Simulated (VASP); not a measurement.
# YN (Fm-3m) in VASP: settings compared, part 2 of 2

VASP 6.6.1. Earlier steps stand in the parts before.

## 4. Electric field gradients, r2SCAN

POSCAR

```
YN
1.0
    0.0000000000      2.4385000000      2.4385000000
    2.4385000000      0.0000000000      2.4385000000
    2.4385000000      2.4385000000      0.0000000000
Y N
1 1
Direct
    0.0000000000      0.0000000000      0.0000000000
    0.5000000000      0.5000000000      0.5000000000
```

INCAR.step1

```
SYSTEM = YN
PREC = Accurate ; ENCUT = 580
ISMEAR = -1 ; SIGMA = 0.03
LREAL = .False. ; LASPH = .True.
NELM = 120 ; NBANDS = 15
GGA = PE ; ALGO = Normal
EDIFF = 1E-5 ; LWAVE = .True.
LCHARG = .False. ; GGA_COMPAT = .False.
```

INCAR.step2

```
SYSTEM = YN
PREC = Accurate ; ENCUT = 580
EDIFF = 1E-8 ; ISMEAR = -1
SIGMA = 0.03 ; LREAL = .False.
LASPH = .True. ; NELM = 120
ALGO = Normal ; ISIF = 2
LWAVE = .False. ; LCHARG = .False.
METAGGA = R2SCAN ; LMIXTAU = .True.
LEFG = .True. ; NBANDS = 15
ISTART = 1 ; GGA_COMPAT = .False.
```

KPOINTS

```
regular mesh
0
Gamma
  9 9 9
  0 0 0
```

Potentials or basis: VASP PAW PBE potentials, release 64 (Y_sv, N).

Started as:

```bash
> cat potpaw_PBE.64/Y_sv/POTCAR potpaw_PBE.64/N/POTCAR > POTCAR
> cp INCAR.step1 INCAR
> mpirun -np 1 vasp_std > vasp.out
> cp INCAR.step2 INCAR
> mpirun -np 1 vasp_std > vasp.out
```

OUTCAR:

```text
SYSTEM = YN
   PREC = Accurate
   ENCUT = 580
   EDIFF = 1E-8
   ISMEAR = -1
   LREAL = .False.
   LASPH = .True.
   NELM = 120
   ISIF = 2
   METAGGA = R2SCAN
   ISTART = 1

 ion  position               nearest neighbor table
   1  0.000  0.000  0.000-   2 2.44   2 2.44   2 2.44   2 2.44   2 2.44   2 2.44
   2  0.500  0.500  0.500-   1 2.44   1 2.44   1 2.44   1 2.44   1 2.44   1 2.44

  LATTYP: Found a face centered cubic cell.
 ALAT       =     4.8770000000

  Lattice vectors:

 A1 = (   0.0000000000,   2.4385000000,   2.4385000000)
 A2 = (   2.4385000000,   0.0000000000,   2.4385000000)
 A3 = (   2.4385000000,   2.4385000000,   0.0000000000)

Analysis of symmetry for initial positions (statically):
=====================================================================
 Subroutine PRICEL returns:
 Original cell was already a primitive cell.

 Routine SETGRP: Setting up the symmetry group for a
 face centered cubic supercell.

[... 620 lines left out ...]
      direct lattice vectors                 reciprocal lattice vectors
     0.000000000  2.438500000  2.438500000    -0.205044084  0.205044084  0.205044084
     2.438500000  0.000000000  2.438500000     0.205044084 -0.205044084  0.205044084
     2.438500000  2.438500000  0.000000000     0.205044084  0.205044084 -0.205044084

 POSITION                                       TOTAL-FORCE (eV/Angst)
 -----------------------------------------------------------------------------------
      0.00000      0.00000      0.00000         0.000000     -0.000000      0.000000
      2.43850      2.43850      2.43850        -0.000000      0.000000     -0.000000
 -----------------------------------------------------------------------------------
    total drift:                                0.000000      0.000000      0.000000

  FREE ENERGIE OF THE ION-ELECTRON SYSTEM (eV)
  ---------------------------------------------------
  free  energy   TOTEN  =       -33.4400009155 eV

  energy  without entropy=      -33.4400007187  energy(sigma->0) =      -33.44000082

 Electric field gradients (V/A^2)
---------------------------------------------------------------------
 ion       V_xx      V_yy      V_zz      V_xy      V_xz      V_yz
---------------------------------------------------------------------
   1      -0.000    -0.000     0.000     0.000     0.000     0.000
   2      -0.000     0.000    -0.000    -0.001    -0.001    -0.001
---------------------------------------------------------------------

 Electric field gradients after diagonalization (V/A^2)
 (convention: |V_zz| > |V_xx| > |V_yy|)
----------------------------------------------------------------------
 ion       V_xx      V_yy      V_zz     asymmetry (V_yy - V_xx)/ V_zz
----------------------------------------------------------------------
   1      -0.000    -0.000     0.000       0.000
   2       0.001     0.001    -0.002       0.000
----------------------------------------------------------------------

           NMR quadrupolar parameters

 Cq : quadrupolar parameter    Cq=e*Q*V_zz/h
 eta: asymmetry parameters     (V_yy - V_xx)/ V_zz
 Q  : nuclear electric quadrupole moment in mb (millibarn)
----------------------------------------------------------------------
 ion       Cq(MHz)       eta       Q (mb)
----------------------------------------------------------------------
   1       0.000       0.000       1.000
   2      -0.000       0.000       1.000
----------------------------------------------------------------------
```

OUTCAR.step1:

```text
SYSTEM = YN
   PREC = Accurate
   ENCUT = 580
   ISMEAR = -1
   LREAL = .False.
   LASPH = .True.
[... 652 lines left out ...]
      0.00000      0.00000      0.00000        -0.000000      0.000000     -0.000000
      2.43850      2.43850      2.43850         0.000000     -0.000000      0.000000
 -----------------------------------------------------------------------------------
    total drift:                                0.000000      0.000000      0.000000

  FREE ENERGIE OF THE ION-ELECTRON SYSTEM (eV)
  ---------------------------------------------------
  free  energy   TOTEN  =       -18.2247009018 eV

  energy  without entropy=      -18.2246349626  energy(sigma->0) =      -18.22466793
```

Run time: 2.2 min. Hardware: 1 thread of Intel Xeon Platinum 8259CL at 2.50GHz (Skylake/Cascade Lake), shared host; peak memory 0.19 GiB.

Results:

* Free energy: -33.4400 eV
* Pressure: 2.1 GPa
* Band gap on the k mesh: 0.64 eV, indirect (least direct gap 1.05 eV)

Caveat: without QUAD_EFG the Cq values of the log hold for a quadrupole moment of 1 mb, not for the nuclei; the PAW data sets were made with another functional, which shifts forces and pressure a little. r2SCAN opens gaps a little over a GGA but as a rule still falls short of measured ones.

## 5. Overview

| level | potentials or basis | cutoff (eV) | gap on the mesh (eV) | pressure (GPa) |
| --- | --- | --- | --- | --- |
| LDA | VASP PAW LDA potentials, release 64 (Y_sv, N) | 520 | 0.13 | -5.8 |
| PBEsol | VASP PAW PBE potentials, release 64 (Y_sv, N) | 520 | 0.15 | -2.2 |
| r2SCAN | VASP PAW PBE potentials, release 64 (Y_sv, N) | 580 | 0.64 | 2.1 |

Alike in all rows: task electric field gradients; no spin polarisation; cell as given; k mesh 9 × 9 × 9; smearing fermi-dirac 0.03 eV.

Caveats: the PAW data sets were made with another functional, which shifts forces and pressure a little (some runs).

Absolute energies hang on the potentials; compare differences alone.
